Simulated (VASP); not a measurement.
# AlIr: single point with LDA+U

AlIr:

```
Al Ir
1.0
     2.94920    0.00000    0.00000
     0.00000    2.94920    0.00000
     0.00000    0.00000    2.94920
Al Ir
1 1
Direct
  0.00000 0.00000 0.00000
  0.50000 0.50000 0.50000
```

| Property | Result |
| --- | --- |
| Program | VASP 6.6.1 |
| Task | single point |
| Functional | LDA |
| Potentials or basis | VASP PAW LDA potentials, release 64 (Al, Ir) |
| Cutoff | 520 eV |
| k mesh | 14 × 14 × 14 |
| Occupations | fermi-dirac, width 0.1 eV |
| Spin | no spin polarisation |
| Hubbard terms | Ir d U = 1.0 eV |
| Dipole correction | no |
| Further INCAR settings | ALGO = Normal; EDIFF = 1e-06; NBANDS = 13 |

- Pressure: 4.6 GPa
- Band gap on the k mesh: zero (band 6 reaches 12.71 eV, above the bottom of band 7 at 11.08 eV)

Levels at points of the mesh, in eV from the Fermi level:
| k point | band 4 | band 5 | band 6 | band 7 | band 8 | band 9 |
| --- | --- | --- | --- | --- | --- | --- |
| (0.00, 0.00, 0.00) | -2.07 | -2.07 | -2.07 | 4.39 | 4.39 | 4.39 |
| (0.50, 0.00, 0.00) | -4.12 | -4.12 | -1.76 | 0.29 | 5.90 | 9.33 |
| (0.50, 0.50, 0.00) | -3.66 | -3.33 | -3.33 | -0.28 | 2.45 | 5.41 |
| (0.50, 0.50, 0.50) | -0.16 | -0.16 | 1.15 | 2.09 | 2.09 | 2.09 |

Eigenvalues of the final occupation matrices:
| site | spin | trace | eigenvalues |
| --- | --- | --- | --- |
| site 2 d | 1 | 3.76 | 0.65 0.65 0.82 0.82 0.82 |
| site 2 d | 2 | 3.76 | 0.65 0.65 0.82 0.82 0.82 |

Run time: 21 s on 1 thread of AMD EPYC 7R43 64-Core Processor (Zen 3) (shared host), peak memory 0.13 GiB.

Caveat: spin-orbit coupling is left out, which moves the levels of the heavy elements; U without spin polarisation on a metal has little footing; the U is typed as a test and isn't derived for this compound.
